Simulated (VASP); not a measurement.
# NiO2 (P6_3/mmc) in VASP: single point with PBEsol

Aim: the single point of NiO2 with PBEsol.

All numbers are computed with VASP 6.6.1; they aren't measurements. Logs are shortened: lines on timing, memory, paths and dates and some standing lists are left out, and cuts for length are marked.

## Step 1: The cell of the first run

The structure is hexagonal, space group P6_3/mmc (No. 194). Conventional cell: a = 2.783 Å, b = 2.783 Å, c = 10.838 Å, α = 90.00°, β = 90.00°, γ = 120.00°. Within 2.5 Å of Ni (site symmetry -3m) lie 6 O at 1.86 Å. Within 2.5 Å of O (site symmetry 3m) lie 3 Ni at 1.86 Å and 3 O at 2.46 Å.

## Step 2: Single point, PBEsol, collinear spin, ferromagnetic start

Contents of INCAR:

```
SYSTEM = NiO2
  ALGO = Normal
  EDIFF = 1E-6
  ENCUT = 600
  GGA = PS
  GGA_COMPAT = .FALSE.
  ISIF = 2
  ISMEAR = -1
  ISPIN = 2
  LASPH = .TRUE.
  LCHARG = .TRUE.
  LELF = .TRUE.
  LMAXMIX = 4
  LORBIT = 11
  LREAL = .FALSE.
  LVHAR = .TRUE.
  LWAVE = .FALSE.
  MAGMOM = 1 1 0 0 0 0
  NBANDS = 43
  NELM = 200
  PREC = Accurate
  SIGMA = 0.05
```

Contents of KPOINTS:

```
k-points
0
G
  10 10 3
  0 0 0
```

Contents of POSCAR:

```
NiO2
1.0
    2.7834070305      0.0000000000      0.0000000000
   -1.3917035153      2.4105011975      0.0000000000
    0.0000000000      0.0000000000     10.8383444228
Ni O
2 4
Direct
    0.0000000000      0.0000000000      0.5000000000
    0.0000000000      0.0000000000      0.0000000000
    0.3333333333      0.6666666667      0.5861350072
    0.3333333333      0.6666666667      0.9138649928
    0.6666666667      0.3333333333      0.4138649928
    0.6666666667      0.3333333333      0.0861350072
```

Potentials or basis: VASP PAW PBE potentials, release 64 (Ni_sv_GW, O).

On the command line:

```
> cat potpaw_PBE.64/Ni_sv_GW/POTCAR potpaw_PBE.64/O/POTCAR > POTCAR
> mpirun -np 1 vasp_std > vasp.out
```

OUTCAR:

```text
SYSTEM = NiO2
   EDIFF = 1E-6
   ENCUT = 600
   GGA = PS
   ISIF = 2
   ISMEAR = -1
   ISPIN = 2
   LASPH = .TRUE.
   LORBIT = 11
   LREAL = .FALSE.
   NELM = 200
   PREC = Accurate

 ion  position               nearest neighbor table
   1  0.000  0.000  0.500-   3 1.86   5 1.86   5 1.86   3 1.86   5 1.86   3 1.86
   2  0.000  0.000  0.000-   4 1.86   6 1.86   6 1.86   4 1.86   6 1.86   4 1.86
   3  0.333  0.667  0.586-   1 1.86   1 1.86   1 1.86
   4  0.333  0.667  0.914-   2 1.86   2 1.86   2 1.86
   5  0.667  0.333  0.414-   1 1.86   1 1.86   1 1.86
   6  0.667  0.333  0.086-   2 1.86   2 1.86   2 1.86

  LATTYP: Found a hexagonal cell.
 ALAT       =     2.7834070305
 C/A-ratio  =     3.8939128572

  Lattice vectors:

 A1 = (   2.7834070305,   0.0000000000,   0.0000000000)
 A2 = (  -1.3917035153,   2.4105011975,   0.0000000000)
 A3 = (   0.0000000000,   0.0000000000,  10.8383444228)

Analysis of symmetry for initial positions (statically):
=====================================================================
 Subroutine PRICEL returns:
 Original cell was already a primitive cell.

 Routine SETGRP: Setting up the symmetry group for a
 hexagonal supercell.

 Subroutine GETGRP returns: Found 24 space group operations
 (whereof 12 operations were pure point group operations)
 out of a pool of 24 trial point group operations.

The static configuration has the point symmetry D_3d.
 The point group associated with its full space group is D_6h.

Analysis of symmetry for dynamics (positions and initial velocities):
=====================================================================
 Subroutine PRICEL returns:
 Original cell was already a primitive cell.

 Routine SETGRP: Setting up the symmetry group for a
 hexagonal supercell.

 Subroutine GETGRP returns: Found 24 space group operations
 (whereof 12 operations were pure point group operations)
 out of a pool of 24 trial point group operations.

The dynamic configuration has the point symmetry D_3d.
 The point group associated with its full space group is D_6h.

Analysis of structural, dynamic, and magnetic symmetry:
=====================================================================
 Subroutine PRICEL returns:
 Original cell was already a primitive cell.

 Routine SETGRP: Setting up the symmetry group for a
 hexagonal supercell.

 Subroutine GETGRP returns: Found 24 space group operations
 (whereof 12 operations were pure point group operations)
 out of a pool of 24 trial point group operations.

The overall configuration has the point symmetry D_3d.
 The point group associated with its full space group is D_6h.

 Subroutine INISYM returns: Found 24 space group operations
 (whereof 12 operations are pure point group operations),
 and found     1 'primitive' translations

----------------------------------------------------------------------------------------

                                     Primitive cell

  volume of cell :      72.7189

  direct lattice vectors                    reciprocal lattice vectors
     2.783407030  0.000000000  0.000000000     0.359271924  0.207425742  0.000000000
    -1.391703515  2.410501197  0.000000000     0.000000000  0.414851484  0.000000000
     0.000000000  0.000000000 10.838344423     0.000000000  0.000000000  0.092265014

  length of vectors
     2.783407030  2.783407031 10.838344423     0.414851484  0.414851484  0.092265014

  position of ions in fractional coordinates (direct lattice)
     0.000000000  0.000000000  0.500000000
     0.000000000  0.000000000  0.000000000
     0.333333333  0.666666667  0.586135007
     0.333333333  0.666666667  0.913864993
     0.666666667  0.333333333  0.413864993
     0.666666667  0.333333333  0.086135007

  ion indices of the primitive-cell ions
   primitive index   ion index
                 1           1
                 2           2
                 3           3
                 4           4
                 5           5
                 6           6

----------------------------------------------------------------------------------------

 KPOINTS: k-points

Automatic generation of k-mesh.
 Grid dimensions read from file:
 generate k-points for:   10   10    3

 Generating k-lattice:

  Cartesian coordinates                     Fractional coordinates (reciprocal lattice)
     0.035927192  0.020742574  0.000000000     0.100000000  0.000000000  0.000000000
     0.000000000  0.041485148  0.000000000     0.000000000  0.100000000  0.000000000
     0.000000000  0.000000000  0.030755005     0.000000000  0.000000000  0.333333333

  Length of vectors
     0.041485148  0.041485148  0.030755005

  Shift w.r.t. Gamma in fractional coordinates (k-lattice)
     0.000000000  0.000000000  0.000000000

 Subroutine IBZKPT returns following result:
 ===========================================

 Found     28 irreducible k-points:

 Following reciprocal coordinates:
            Coordinates               Weight
  0.000000  0.000000  0.000000      1.000000
  0.100000 -0.000000  0.000000      6.000000
  0.200000 -0.000000  0.000000      6.000000
  0.300000  0.000000  0.000000      6.000000
  0.400000 -0.000000  0.000000      6.000000
  0.500000 -0.000000  0.000000      3.000000
[... 16 lines left out ...]
  0.300000  0.100000  0.333333     24.000000
  0.400000  0.100000  0.333333     24.000000
 [... further k-points ...]
   k-points           NKPTS =     28   k-points in BZ     NKDIM =     28   number of bands    NBANDS=     43
   number of dos      NEDOS =    301   number of ions     NIONS =      6
   total plane-waves  NPLWV =  51840
   dimension x,y,z NGX =    24 NGY =   24 NGZ =   90
   dimension x,y,z NGXF=    48 NGYF=   48 NGZF=  180
   ions per type =               2   4
   NGX,Y,Z   is equivalent  to a cutoff of  14.33, 14.33, 13.80 a.u.
   NGXF,Y,Z  is equivalent  to a cutoff of  28.67, 28.67, 27.61 a.u.
 SYSTEM =  NiO2
   PREC   = accura    normal or accurate (medium, high low for compatibility)
   ISTART =      0    job   : 0-new  1-cont  2-samecut
   ICHARG =      2    charge: 1-file 2-atom 10-const
   ISPIN  =      2    spin polarized calculation?
   LNONCOLLINEAR =      F non collinear calculations
   LSORBIT =      F    spin-orbit coupling
   LASPH  =      T    aspherical Exc in radial PAW
   ENCUT  =  600.0 eV  44.10 Ry    6.64 a.u.   5.56  5.56 21.65*2*pi/ulx,y,z
   NELM   =    200;   NELMIN=  2; NELMDL= -5     # of ELM steps
   EDIFF  = 0.1E-05   stopping-criterion for ELM
   LREAL  =      F    real-space projection
   EDIFFG = 0.1E-04   stopping-criterion for IOM
   NSW    =      0    number of steps for IOM
   IBRION =     -1    ionic relax: 0-MD 1-quasi-New 2-CG
   NFREE  =      0    steps in history (QN), initial steepest desc. (CG)
   ISIF   =      2    stress and relaxation
   ISYM   =      2    0-nonsym 1-usesym 2-fastsym
   POTIM  = 0.5000    time-step for ionic-motion
   TEBEG  =    0.0;   TEEND  =   0.0 temperature during run
   PSTRESS=    0.0 pullay stress
   NELECT =      60.0000    total number of electrons
   NUPDOWN=      -1.0000    fix difference up-down
   EMIN   =  10.00;   EMAX   =-10.00  energy-range for DOS
   EFERMI =   0.00;   METHOD = LEGACY
   ISMEAR =    -1;   SIGMA  =   0.05  broadening in eV -4-tet -1-fermi 0-gaus
   EFERMI_NEDOS =   21; number of points for ismear=-14 and -15
   IALGO  =     38    algorithm
   IMIX   =      4    mixing-type and parameters
     AMIX     =   0.40;   BMIX     =  1.00
     AMIX_MAG =   1.60;   BMIX_MAG =  1.00
  volume/ion in A,a.u.               =      12.12        81.79
  Fermi-wavevector in a.u.,A,eV,Ry     =   1.535476  2.901628 32.078254  2.357685
  Thomas-Fermi vector in A             =   2.642259
   LORBIT       =     11    0 simple, 1 ext, 2 COOP (PROOUT), +10 PAW based schemes
   GGA     = PS    functional components
   LHFCALC =     F    Hartree Fock is set to
   AEXX    =    0.0000 exact exchange contribution
   IVDW    =     0    specifies the selected vdW correction
   LEPSILON=     F    determine dielectric tensor
   LRPA    =     F    only Hartree local field effects (RPA)
 spin polarized calculation
  energy-cutoff  :      600.00
  volume of cell :       72.72
 maximum number of plane-waves:      2491
 NGX is ok and might be reduce to    24
   NGX = 11   NGY = 11   NGZ = 43

 number of electron      60.0000079 magnetization      -0.0000784

 number of electron      60.0000079 magnetization       0.0000221

 Free energy of the ion-electron system (eV)
  ---------------------------------------------------
  ext. energy  EPLUGINS =         0.00000000
  ---------------------------------------------------
  free energy    TOTEN  =       -39.54980237 eV

  energy without entropy =      -39.54980066  energy(sigma->0) =      -39.54980151

 E-fermi :   1.2718     XC(G=0):  -9.9563

 val. band max:        0.6778382075   @ k =   0.1000  -0.0000   0.0000
 cond. band min:       1.8489587907   @ k =   0.3000   0.0000   0.0000
 fundamental gap:      1.1711205833
 Fermi energy:         1.2718049374

 spin component 1

 k-point     1 :       0.0000    0.0000    0.0000
  band No.  band energies     occupation
      1    -103.1987      1.00000
      2    -103.1983      1.00000
      3     -63.7853      1.00000
      4     -63.7853      1.00000
      5     -63.7849      1.00000
      6     -63.7849      1.00000
[... 34 lines left out ...]
     41      19.8244      0.00000
     42      20.0675      0.00000

 k-point     2 :       0.1000   -0.0000    0.0000
  band No.  band energies     occupation
      1    -103.1979      1.00000
      2    -103.1977      1.00000
      3     -63.7903      1.00000
      4     -63.7901      1.00000
      5     -63.7865      1.00000
      6     -63.7863      1.00000
[... 979 lines left out ...]
     41      16.7590      0.00000
     42      16.9951      0.00000

 k-point    24 :       0.4000    0.1000    0.3333
  band No.  band energies     occupation
      1    -103.1924      1.00000
      2    -103.1923      1.00000
      3     -63.8368      1.00000
      4     -63.8367      1.00000
      5     -63.8008      1.00000
      6     -63.8008      1.00000
[... 34 lines left out ...]
     41      17.1401      0.00000
     42      17.2632      0.00000

 [... further k-points ...]

 spin component 2

 k-point     1 :       0.0000    0.0000    0.0000
  band No.  band energies     occupation
      1    -103.1987      1.00000
      2    -103.1983      1.00000
      3     -63.7853      1.00000
      4     -63.7853      1.00000
      5     -63.7849      1.00000
      6     -63.7849      1.00000
[... 34 lines left out ...]
     41      19.9011      0.00000
     42      20.1417      0.00000

 k-point     2 :       0.1000   -0.0000    0.0000
  band No.  band energies     occupation
      1    -103.1979      1.00000
      2    -103.1977      1.00000
      3     -63.7903      1.00000
      4     -63.7901      1.00000
      5     -63.7865      1.00000
      6     -63.7863      1.00000
[... 979 lines left out ...]
     41      16.6971      0.00000
     42      16.8606      0.00000

 k-point    24 :       0.4000    0.1000    0.3333
  band No.  band energies     occupation
      1    -103.1924      1.00000
      2    -103.1923      1.00000
      3     -63.8368      1.00000
      4     -63.8367      1.00000
      5     -63.8008      1.00000
      6     -63.8007      1.00000
[... 34 lines left out ...]
     41      17.0756      0.00000
     42      17.2925      0.00000

 [... further k-points ...]

 [bands above 42 left out]

------------------------ aborting loop because EDIFF is reached ----------------------------------------

  FORCE on cell =-STRESS in cart. coord.  units (eV):
  Direction    XX          YY          ZZ          XY          YZ          ZX
  --------------------------------------------------------------------------------------
  -------------------------------------------------------------------------------------
  Total       -0.2787201     -0.2787201     -0.5075482      0.0000000      0.0000000      0.0000000
  in kB       -6.1408975     -6.1408975    -11.1825498      0.0000000      0.0000000      0.0000000
  external PRESSURE =      -7.8214483 kB  Pullay stress =       0.0000000 kB

 VOLUME and BASIS-vectors are now :
 -----------------------------------------------------------------------------
  energy-cutoff  :      600.00
  volume of cell :       72.72
      direct lattice vectors                 reciprocal lattice vectors
     2.783407030  0.000000000  0.000000000     0.359271924  0.207425742  0.000000000
    -1.391703515  2.410501197  0.000000000     0.000000000  0.414851484  0.000000000
     0.000000000  0.000000000 10.838344423     0.000000000  0.000000000  0.092265014

 POSITION                                       TOTAL-FORCE (eV/Angst)
 -----------------------------------------------------------------------------------
      0.00000      0.00000      5.41917         0.000000      0.000000      0.000000
      0.00000      0.00000      0.00000         0.000000      0.000000      0.000000
     -0.00000      1.60700      6.35273        -0.000000      0.000000      0.037049
     -0.00000      1.60700      9.90478         0.000000      0.000000     -0.037049
      1.39170      0.80350      4.48561         0.000000      0.000000     -0.037049
      1.39170      0.80350      0.93356         0.000000      0.000000      0.037049
 -----------------------------------------------------------------------------------
    total drift:                                0.000000      0.000000      0.000000

  FREE ENERGIE OF THE ION-ELECTRON SYSTEM (eV)
  ---------------------------------------------------
  free  energy   TOTEN  =       -39.5498023701 eV

  energy  without entropy=      -39.5498006562  energy(sigma->0) =      -39.54980151

 total charge

# of ion       s       p       d       f       tot
--------------------------------------------------
    1        2.244   6.495   7.643   0.031  16.413
    2        2.244   6.495   7.643   0.031  16.413
    3        1.584   3.330   0.000   0.000   4.913
    4        1.584   3.330   0.000   0.000   4.913
    5        1.584   3.330   0.000   0.000   4.913
    6        1.584   3.330   0.000   0.000   4.913
--------------------------------------------------
tot         10.824  26.309  15.285   0.062  52.479

 magnetization (x)

# of ion       s       p       d       f       tot
--------------------------------------------------
    1       -0.000  -0.000   0.000   0.000  -0.000
    2       -0.000  -0.000   0.000   0.000  -0.000
    3       -0.000  -0.000   0.000   0.000  -0.000
    4       -0.000  -0.000   0.000   0.000  -0.000
    5       -0.000  -0.000   0.000   0.000  -0.000
    6       -0.000  -0.000   0.000   0.000  -0.000
--------------------------------------------------
tot         -0.000  -0.000   0.000   0.000  -0.000
```

Run time: 2.9 min. Hardware: 1 thread of Intel Xeon 6975P-C (Granite Rapids), shared host; peak memory 0.36 GiB.

What came out:

```
Free energy                                           : -39.5498 eV
Pressure                                              : -0.8 GPa
Largest force                                         : 0.037 eV/Å
Band gap on the k mesh                                : 1.17 eV (least direct gap 1.43 eV)
Net moment                                            : 0.00 μB per cell
Valence electrons inside the program's atomic spheres : Ni 16.41; O 4.91
```

Forces on the atoms (eV/Å):
```
Ni   0.000  0.000  0.000
Ni   0.000  0.000  0.000
O    0.000  0.000  0.037
O    0.000  0.000 -0.037
O    0.000  0.000 -0.037
O    0.000  0.000  0.037
```

Levels at points of the mesh, in eV from the valence-band top:
Spin up:
```tsv
k point	band 26	band 27	band 28	band 29	band 30	band 31	band 32	band 33	band 34	band 35
(0.00, 0.00, 0.00)	-1.08	-1.07	-1.07	-0.21	-0.07	2.38	2.38	2.39	2.39	7.34
(0.50, 0.00, 0.00)	-1.69	-1.62	-1.60	-1.00	-0.97	1.65	1.77	2.26	2.27	11.79
```
Spin down:
| k point | band 26 | band 27 | band 28 | band 29 | band 30 | band 31 | band 32 | band 33 | band 34 | band 35 |
| --- | --- | --- | --- | --- | --- | --- | --- | --- | --- | --- |
| (0.00, 0.00, 0.00) | -1.08 | -1.07 | -1.07 | -0.21 | -0.07 | 2.38 | 2.38 | 2.39 | 2.39 | 7.34 |
| (0.50, 0.00, 0.00) | -1.69 | -1.62 | -1.60 | -1.00 | -0.97 | 1.65 | 1.77 | 2.26 | 2.27 | 11.79 |

Caveat: the PAW data sets were made with another functional, which shifts forces and pressure a little; an odd mesh through Γ misses points on the zone boundary, where band edges can lie.
